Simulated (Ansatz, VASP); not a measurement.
MgS in VASP and in Ansatz

The input INCAR:

```
  PREC = Accurate
  ENCUT = 600
  EDIFF = 1E-6
  ISMEAR = 0
  SIGMA = 0.01
  LREAL = F
  LASPH = T
  NELM = 120
  ALGO = Normal
  ISIF = 2
  LWAVE = F
  LCHARG = T
  GGA = PE
  LELF = T
  LVHAR = T
  NBANDS = 11
  GGA_COMPAT = F
```

Contents of KPOINTS:

```
Automatic mesh
0
Gamma
  8 8 8
```

File POSCAR:

```
MgS
1.0
    0.0000000000      2.7014981612      2.7014981612
    2.7014981612      0.0000000000      2.7014981612
    2.7014981612      2.7014981612      0.0000000000
Mg S
1 1
Direct
    0.0000000000      0.0000000000      0.0000000000
    0.7500000000      0.7500000000      0.7500000000
```

Input for Ansatz:

```yaml
crystal:
  lattice:
    - [0.0, 2.7014981612, 2.7014981612]
    - [2.7014981612, 0.0, 2.7014981612]
    - [2.7014981612, 2.7014981612, 0.0]
  atoms:
    - { symbol: Mg, position: [0.0, 0.0, 0.0] }
    - { symbol: S, position: [0.75, 0.75, 0.75] }
basis:
  ecutwfc: 420
kpoints:
  mp_grid: { grid: [8, 8, 8] }
hamiltonian:
  xc: pbe
scf:
  occupations: { method: fixed }
  max_iter: 100
output:
  forces: true
  stress: true
  eigenvalues: true
```

Alike in both runs: task single point; functional PBE; k mesh 8 × 8 × 8; no spin polarisation.

```csv
,VASP,Ansatz
version,VASP 6.6.1,Ansatz 0.2.0
potentials or method,"VASP PAW PBE potentials, release 64 (Mg, S), cutoff 600 eV","scalar-relativistic, plane waves, PAW"
occupations,"gaussian, width 0.01 eV",fixed
valence electrons in the cell,8,16
```

```csv
,VASP,Ansatz,Ansatz less VASP
gap on the k mesh at the Fermi level (eV),3.73,3.73,+0.003
least direct gap on the mesh (eV),4.20,4.20,+0.004
pressure (GPa),12.0,12.1,+0.09
```

VASP's potentials hold 8 valence electrons a cell and Ansatz's 16, so a difference there can come from the potentials and not from the codes.
